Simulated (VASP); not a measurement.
Set up this calculation in VASP 6.6.1, as the native input.

```yaml
Task: single point
Functional: PBEsol
Potentials_or_basis: VASP PAW PBE potentials, release 64 (Mg, Sb)
Cutoff: 520 eV
k_mesh: 10 × 10 × 10
Occupations: gaussian, width 0.1 eV
Spin: no spin polarisation
Dipole_correction: no
Further_INCAR_settings: ALGO = Normal; EDIFF = 1e-07; NBANDS = 18
```

The structure of Mg2Sb3 lies in POSCAR:

```
Mg2Sb3
1.0
   -1.9231878083      4.0247978785      4.0636389079
    1.9231878083     -4.0247978785      4.0636389079
    1.9231878083      4.0247978785     -4.0636389079
Mg Sb
2 3
Direct
    0.7152152823      0.2152152823      0.5000000000
    0.2847847177      0.7847847177      0.5000000000
    0.0000000000      0.0000000000      0.0000000000
    0.7078202051      0.5000000000      0.2078202051
    0.2921797949      0.5000000000      0.7921797949
```

One way to write it, as run:

INCAR

```
PREC     = Accurate       # precision mode
ENCUT    = 520            # plane-wave cutoff, eV
EDIFF    = 1E-7           # SCF threshold, eV
ISMEAR   = 0              # smearing method
SIGMA    = 0.1            # smearing width, eV
LREAL    = False          # projectors in reciprocal space
LASPH    = True           # aspherical terms in the spheres
NELM     = 100            # most SCF steps
ALGO     = Normal         # electronic algorithm
ISIF     = 2              # what is computed and relaxed
LWAVE    = False          # write WAVECAR
LCHARG   = False          # write CHGCAR
GGA      = PS             # functional
NBANDS   = 18             # bands
```

KPOINTS

```
Automatic mesh
0
Gamma
  10 10 10
```

Potentials or basis: VASP PAW PBE potentials, release 64 (Mg, Sb).

Launch:

```sh
$ cat potpaw_PBE.64/Mg/POTCAR potpaw_PBE.64/Sb/POTCAR > POTCAR
$ mpirun -np 1 vasp_std > vasp.out
```

It gave:

* Pressure: 0.1 GPa
* Largest force: 0.007 eV/Å
* Band gap on the k mesh: zero (an odd number of electrons rules out a gap without spin polarisation)

Caveat: the PAW data sets were made with another functional, which shifts forces and pressure a little; spin-orbit coupling is left out, which moves the levels of the heavy elements.

Run time: 5.8 min on 1 thread of Intel(R) Xeon(R) Platinum 8488C (Sapphire Rapids) (shared host), peak memory 0.57 GiB.
